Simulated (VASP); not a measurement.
Set up this calculation in VASP 6.6.1, as the native input.

```
Task                   : relaxation of cell and atoms
Functional             : PBE
Potentials or basis    : VASP PAW PBE potentials, release 64 (Sn_d, Te)
Cutoff                 : 500 eV
k mesh                 : 6 × 6 × 6
Occupations            : fermi-dirac, width 0.05 eV
Spin                   : no spin polarisation
Target pressure        : 5 GPa
Dipole correction      : no
Further INCAR settings : ALGO = Normal; EDIFF = 1e-07; IBRION = 2; EDIFFG = -0.01; NSW = 80; ISIF = 3
```

The structure of SnTe lies in POSCAR:

```
SnTe
1.0
    0.0000000000      3.1508500000      3.1508500000
    3.1508500000      0.0000000000      3.1508500000
    3.1508500000      3.1508500000      0.0000000000
Sn Te
1 1
Direct
    0.0000000000      0.0000000000      0.0000000000
    0.5000000000      0.5000000000      0.5000000000
```

The input as run:

INCAR

```
PREC = Accurate ; ENCUT = 500
EDIFF = 1E-7 ; ISMEAR = -1
SIGMA = 0.05 ; LREAL = False
LASPH = True ; NELM = 120
ALGO = Normal ; ISIF = 3
LWAVE = False ; LCHARG = False
GGA = PE ; IBRION = 2
NSW = 80 ; EDIFFG = -0.01
PSTRESS = 50.0 ; GGA_COMPAT = False
NELMIN = 4
```

KPOINTS

```
Automatic mesh
0
Gamma
  6 6 6
```

Potentials or basis: VASP PAW PBE potentials, release 64 (Sn_d, Te).

The run is started by

```bash
$ cat potpaw_PBE.64/Sn_d/POTCAR potpaw_PBE.64/Te/POTCAR > POTCAR
$ mpirun -np 1 vasp_std > vasp.out
```

It gave:

```yaml
Relaxed_volume: 29.80 Å³/atom
Relaxed_cell: a = 4.385 Å, b = 4.385 Å, c = 4.385 Å, α = 60.00°, β = 60.00°, γ = 60.00°
Space_group_after_relaxing_to_0.05_Å: Fm-3m (No. 225)
Energy_change_on_relaxing_the_enthalpy_is_what_falls: +32.9 meV/atom
Ionic_steps: 3
Pressure_after_relaxing: 5.0 GPa
Band_gap_on_the_k_mesh: 0.25 eV, direct
```

Caveat: the cell is relaxed towards a set pressure, so the enthalpy falls and the energy may rise; spin-orbit coupling is left out, which moves the levels of the heavy elements.

It took 17 s on 1 thread of Intel(R) Xeon(R) 6975P-C (Granite Rapids), on a shared host, peak memory 0.19 GiB.
